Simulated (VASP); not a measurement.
# Ru2S (R-3m) in VASP: a series of runs, part 2 of 2

VASP 6.6.1.

## (5) Relaxation of cell and atoms, PBE

This run uses another cell than the first one, of 14.38 Å³/atom, 0.888 times its volume.

File INCAR:

```
PREC = Accurate
ENCUT = 600
EDIFF = 1E-6
ISMEAR = 0
SIGMA = 0.1
LREAL = F
LASPH = T
NELM = 100
ALGO = Normal
ISIF = 3
LWAVE = F
LCHARG = F
GGA = PE
IBRION = 2
NSW = 100
EDIFFG = -0.01
```

File KPOINTS:

```
regular mesh
0
Gamma
  15 15 15
```

File POSCAR:

```
Ru2S
1.0
    1.8253356224      1.0538580129      3.7383086135
   -1.8253356224      1.0538580129      3.7383086135
    0.0000000000     -2.1077160259      3.7383086135
Ru S
2 1
Direct
    0.7483709211      0.7483709211      0.7483709211
    0.2516290789      0.2516290789      0.2516290789
    0.0000000000      0.0000000000      0.0000000000
```

Potentials or basis: VASP PAW PBE potentials, release 64 (Ru_pv, S).

The run is started by

```console
cat potpaw_PBE.64/Ru_pv/POTCAR potpaw_PBE.64/S/POTCAR > POTCAR
mpirun -np 1 vasp_std > vasp.out
```

OUTCAR:

```text
PREC = Accurate
   ENCUT = 600
   EDIFF = 1E-6
   ISMEAR = 0
   LREAL = F
   LASPH = T
   NELM = 100
   ISIF = 3
   GGA = PE
   IBRION = 2
   NSW = 100
   EDIFFG = -0.01

 ion  position               nearest neighbor table
   1  0.748  0.748  0.748-   3 2.30   3 2.30   3 2.30   2 2.79   2 2.79   2 2.79   3 2.82   2 2.84
                             2 2.84   2 2.84
   2  0.252  0.252  0.252-   3 2.30   3 2.30   3 2.30   1 2.79   1 2.79   1 2.79   3 2.82   1 2.84
                             1 2.84   1 2.84
   3  0.000  0.000  0.000-   1 2.30   2 2.30   1 2.30   1 2.30   2 2.30   2 2.30   2 2.82   1 2.82

  LATTYP: Found a trigonal (rhomboedric) cell.
 ALAT       =     4.2915519495
 COS(alpha) =     0.6381848846

  Lattice vectors:

 A1 = (   1.8253356224,   1.0538580129,   3.7383086135)
 A2 = (  -1.8253356224,   1.0538580129,   3.7383086135)
 A3 = (   0.0000000000,  -2.1077160259,   3.7383086135)

Analysis of symmetry for initial positions (statically):
=====================================================================
 Subroutine PRICEL returns:
 Original cell was already a primitive cell.

 Routine SETGRP: Setting up the symmetry group for a
 trigonal (rhombohedral) supercell.

 Subroutine GETGRP returns: Found 12 space group operations
 (whereof 12 operations were pure point group operations)
 out of a pool of 12 trial point group operations.

The static configuration has the point symmetry D_3d.

[... 268 lines left out ...]
  free  energy   TOTEN  =       -22.2276589691 eV

  energy  without entropy=      -22.2157615401  energy(sigma->0) =      -22.22171025

[... ionic steps 4 to 14 ...]

--------------------------------------- Ionic step       15  -------------------------------------------

 number of electron      34.0000001 magnetization

------------------------ aborting loop because EDIFF is reached ----------------------------------------
[... 69 lines left out ...]
--------------------------------------- Ionic step       17  -------------------------------------------

 number of electron      34.0000001 magnetization

 Free energy of the ion-electron system (eV)
  ---------------------------------------------------
  ext. energy  EPLUGINS =         0.00000000
  ---------------------------------------------------
  free energy    TOTEN  =       -22.22813532 eV

  energy without entropy =      -22.21653405  energy(sigma->0) =      -22.22233469

 E-fermi :  11.1176     XC(G=0): -12.7871

 val. band max:       11.1162699128   @ k =   0.4667   0.4667  -0.0000
 cond. band min:      11.1185553027   @ k =  -0.4000  -0.4000   0.0667
 fundamental gap:      0.0022853898
 Fermi energy:        11.1176412837

 k-point     1 :       0.0000    0.0000    0.0000
  band No.  band energies     occupation
      1     -31.6071      2.00000
      2     -31.6071      2.00000
      3     -31.4830      2.00000
      4     -31.3970      2.00000
      5     -31.3970      2.00000
      6     -31.0583      2.00000
[... 565 lines left out ...]
     20      13.4282      0.00000
     21      14.4546      0.00000

 [... further k-points ...]
[... 5 lines left out ...]
  --------------------------------------------------------------------------------------
  -------------------------------------------------------------------------------------
  Total        0.0021157      0.0021157     -0.0048321      0.0000000      0.0000000     -0.0000000
  in kB        0.0783723      0.0783723     -0.1789940      0.0000000      0.0000000     -0.0000000
  external PRESSURE =      -0.0074165 kB  Pullay stress =       0.0000000 kB
[... 18 lines left out ...]
  FREE ENERGIE OF THE ION-ELECTRON SYSTEM (eV)
  ---------------------------------------------------
  free  energy   TOTEN  =       -22.2281353235 eV

  energy  without entropy=      -22.2165340518  energy(sigma->0) =      -22.22233469

 reached required accuracy - stopping structural energy minimisation
```

CONTCAR:

```text
Ru2S
   1.00000000000000
     1.8183921033897739    1.0498491703303501    3.7760626099207060
    -1.8183921033897739    1.0498491703303501    3.7760626099207060
     0.0000000000000000   -2.0996983407613268    3.7760626099209902
  Ru              S
     2     1
Direct
     0.7488289013981724    0.7488289013981724    0.7488289013981724
     0.2511710986018272    0.2511710986018272    0.2511710986018273
     0.0000000000000000    0.0000000000000000    0.0000000000000000

  0.00000000E+00  0.00000000E+00  0.00000000E+00
  0.00000000E+00  0.00000000E+00  0.00000000E+00
  0.00000000E+00  0.00000000E+00  0.00000000E+00
```

Run time: 52 min. Hardware: 1 thread of Intel Xeon Platinum 8488C (Sapphire Rapids), shared host; peak memory 0.47 GiB.

What came out:

```yaml
Free_energy: -22.2281 eV
Relaxed_volume: 14.42 Å³/atom
Relaxed_cell: a = 4.321 Å, b = 4.321 Å, c = 4.321 Å, α = 49.78°, β = 49.78°, γ = 49.78°
Space_group_after_relaxing_to_0.05_Å: R-3m (No. 166)
Energy_gained_by_relaxing: 0.3 meV/atom
Ionic_steps: 17
Pressure_after_relaxing: 0.0 GPa
Largest_force_after_relaxing: 0.008 eV/Å
Band_gap_on_the_k_mesh: zero (band 17 reaches 12.58 eV, above the bottom of band 18 at 9.84 eV)
```

Forces in eV/Å, atoms in the order of the input:
```
Ru   0.000  0.000 -0.008
Ru   0.000  0.000  0.008
S    0.000  0.000  0.000
```

The path:
| step | energy change (eV) | largest force (eV/Å) | pressure (GPa) | volume (Å³) |
| --- | --- | --- | --- | --- |
| 1 | 0.0000 | 0.1025 | 0.40 | 43.15 |
| 2 | 0.0000 | 0.0337 | -0.97 | 43.37 |
| 3 | -0.0004 | 0.0335 | -0.27 | 43.26 |
| 4 | -0.0006 | 0.0072 | 0.06 | 43.18 |
| 5 | -0.0006 | 0.0064 | 0.05 | 43.18 |
| 6 | -0.0007 | 0.0113 | 0.01 | 43.19 |
| 7 | -0.0008 | 0.0228 | -0.12 | 43.24 |
| 8 | -0.0007 | 0.0432 | -0.43 | 43.32 |
| 9 | -0.0008 | 0.0312 | -0.28 | 43.27 |
| 10 | -0.0008 | 0.0302 | -0.26 | 43.27 |
| 11 | -0.0008 | 0.0274 | -0.20 | 43.27 |
| 12 | -0.0009 | 0.0206 | -0.07 | 43.26 |
| 13 | -0.0009 | 0.0174 | -0.03 | 43.25 |
| 14 | -0.0009 | 0.0160 | 0.00 | 43.25 |
| 15 | -0.0009 | 0.0167 | 0.00 | 43.25 |
| 16 | -0.0009 | 0.0144 | 0.00 | 43.25 |
| 17 | -0.0009 | 0.0082 | 0.00 | 43.25 |

Final structure:
```xyz
3
Lattice="1.8184 1.0498 3.7761 -1.8184 1.0498 3.7761 0.0000 -2.0997 3.7761" Properties=species:S:1:pos:R:3 pbc="T T T"
Ru    0.0000    0.0000    8.4829
Ru    0.0000    0.0000    2.8453
S     0.0000    0.0000    0.0000
```

## (6) The runs side by side

```csv
task,spin,cell,k mesh,cutoff (eV),gap on the mesh (eV),pressure (GPa),relaxed volume (Å³/atom),largest force (eV/Å)
single point,"collinear, ferromagnetic start","a = 5.395 Å, angles 36.0°, 3 atoms",6 × 6 × 6,520,none,-10.6,-,0.01
single point,off,"a = 4.292 Å, angles 50.3°, 3 atoms",6 × 6 × 6,520,none,0.2,-,0.01
relaxation of cell and atoms,off,"relaxed from a = 5.395 Å, angles 36.0°, 3 atoms",6 × 6 × 6,600,none,0.1,14.39,0.02
relaxation of cell and atoms,off,"relaxed from a = 4.292 Å, angles 50.3°, 3 atoms",15 × 15 × 15,600,none,0.0,14.42,0.01
```

Alike in all rows: level PBE; potentials or basis VASP PAW PBE potentials, release 64 (Ru_pv, S); smearing gaussian 0.1 eV.

Caveats: some runs use coarse meshes.

Absolute energies hang on the potentials; compare differences alone.
